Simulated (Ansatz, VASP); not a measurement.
AlNi3: VASP beside Ansatz

The input INCAR:

```
PREC     = Accurate       # precision mode
ENCUT    = 520            # plane-wave cutoff, eV
EDIFF    = 1E-7           # SCF threshold, eV
ISMEAR   = -1             # smearing method
SIGMA    = 0.05           # smearing width, eV
LREAL    = False          # projectors in reciprocal space
LASPH    = True           # aspherical terms in the spheres
NELM     = 60             # most SCF steps
ALGO     = Fast           # electronic algorithm
ISIF     = 2              # what is computed and relaxed
LWAVE    = False          # write WAVECAR
LCHARG   = True           # write CHGCAR
GGA      = PE             # functional
LELF     = True           # ELF
LVHAR    = True         
NBANDS   = 24             # bands
```

The input KPOINTS:

```
regular mesh
0
Gamma
  14 14 14
```

The input POSCAR:

```
AlNi3
1.0
    0.0000000000      2.8018887551      2.8018887551
    2.8018887551      0.0000000000      2.8018887551
    2.8018887551      2.8018887551      0.0000000000
Al Ni
1 3
Direct
    0.5000000000      0.5000000000      0.5000000000
    0.2500000000      0.2500000000      0.2500000000
    0.0000000000      0.0000000000      0.0000000000
    0.7500000000      0.7500000000      0.7500000000
```

Input for Ansatz:

```yaml
crystal:
  lattice:
    - [0.0, 2.8018887551, 2.8018887551]
    - [2.8018887551, 0.0, 2.8018887551]
    - [2.8018887551, 2.8018887551, 0.0]
  atoms:
    - { symbol: Al, position: [0.5, 0.5, 0.5] }
    - { symbol: Ni, position: [0.25, 0.25, 0.25] }
    - { symbol: Ni, position: [0.0, 0.0, 0.0] }
    - { symbol: Ni, position: [0.75, 0.75, 0.75] }
basis:
  ecutwfc: 420
kpoints:
  mp_grid: { grid: [14, 14, 14] }
hamiltonian:
  xc: pbe
scf:
  occupations: { method: fermi_dirac, width: 0.05 }
output:
  forces: true
  stress: true
  eigenvalues: true
```

Alike in both runs: task single point; functional PBE; k mesh 14 × 14 × 14; occupations fermi-dirac, width 0.05 eV; no spin polarisation.

```csv
,VASP,Ansatz
version,VASP 6.6.1,Ansatz 0.2.0
potentials or method,"VASP PAW PBE potentials, release 64 (Al, Ni), cutoff 520 eV","scalar-relativistic, plane waves, PAW"
valence electrons in the cell,33,57
```

```tsv
	VASP	Ansatz	Ansatz less VASP
gap on the k mesh at the Fermi level (eV)	none	none	-
pressure (GPa)	7.1	7.1	+0.02
```

A gap of «none» marks a metal or a gap that the smearing closes. With one functional, cell and mesh, what is left measures potentials, basis and numerics. VASP's potentials hold 33 valence electrons a cell and Ansatz's 57, so a difference there can come from the potentials and not from the codes.
